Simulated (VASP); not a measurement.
Set up this calculation in VASP 6.6.1, as the native input.

```yaml
Task: single point
Functional: r2SCAN
Potentials_or_basis: VASP PAW PBE potentials, release 64 (Se)
Cutoff: 520 eV
k_mesh: 3 × 3 × 3
Occupations: gaussian, width 0.1 eV
Spin: no spin polarisation
Dipole_correction: no
Further_INCAR_settings: ALGO = Normal; EDIFF = 1e-07; NBANDS = 48
```

Crystal: Se.

```
Se
1.0
     3.86090    2.22909    6.52812
    -3.86090    2.22909    6.52812
     0.00000   -4.45819    6.52812
Se
12
Direct
  0.06169 0.54758 0.06169
  0.06169 0.06169 0.54758
  0.54758 0.06169 0.06169
  0.93831 0.45242 0.93831
  0.45242 0.93831 0.93831
  0.93831 0.93831 0.45242
  0.28901 0.60937 0.28901
  0.28901 0.28901 0.60937
  0.60937 0.28901 0.28901
  0.71099 0.39063 0.71099
  0.39063 0.71099 0.71099
  0.71099 0.71099 0.39063
```

One way to write it, as run:

POSCAR

```
Se
1.0
    3.8609026609      2.2290931906      6.5281176983
   -3.8609026609      2.2290931906      6.5281176983
    0.0000000000     -4.4581863812      6.5281176983
Se
12
Direct
    0.0616899367      0.5475843055      0.0616899367
    0.0616899367      0.0616899367      0.5475843055
    0.5475843055      0.0616899367      0.0616899367
    0.9383100633      0.4524156945      0.9383100633
    0.4524156945      0.9383100633      0.9383100633
    0.9383100633      0.9383100633      0.4524156945
    0.2890105143      0.6093697789      0.2890105143
    0.2890105143      0.2890105143      0.6093697789
    0.6093697789      0.2890105143      0.2890105143
    0.7109894857      0.3906302211      0.7109894857
    0.3906302211      0.7109894857      0.7109894857
    0.7109894857      0.7109894857      0.3906302211
```

INCAR.step1

```
PREC = Accurate
ENCUT = 520
ISMEAR = 0
SIGMA = 0.1
LREAL = F
LASPH = T
NELM = 100
NBANDS = 48
GGA = PE
ALGO = Normal
EDIFF = 1E-4
LWAVE = T
LCHARG = F
```

INCAR.step2

```
PREC = Accurate
ENCUT = 520
EDIFF = 1E-7
ISMEAR = 0
SIGMA = 0.1
LREAL = F
LASPH = T
NELM = 100
ALGO = Normal
ISIF = 2
LWAVE = F
LCHARG = F
METAGGA = R2SCAN
LMIXTAU = T
NBANDS = 48
ISTART = 1
```

KPOINTS

```
Automatic mesh
0
Gamma
  3 3 3
```

Potentials or basis: VASP PAW PBE potentials, release 64 (Se).

Run with:

```sh
$ cat potpaw_PBE.64/Se/POTCAR > POTCAR
$ cp INCAR.step1 INCAR
$ mpirun -np 1 vasp_std > vasp.out
$ cp INCAR.step2 INCAR
$ mpirun -np 1 vasp_std > vasp.out
```

Results of the run:

```yaml
Pressure: -0.1 GPa
Largest_force: 0.026 eV/Å
Band_gap_on_the_k_mesh: zero (band 36 reaches 1.99 eV, above the bottom of band 37 at 1.85 eV)
```

Caveat: the PAW data sets were made with another functional, which shifts forces and pressure a little.

It took 7.1 min on 1 thread of Intel(R) Xeon(R) Platinum 8259CL CPU @ 2.50GHz (Skylake/Cascade Lake), on a shared host, peak memory 0.53 GiB.
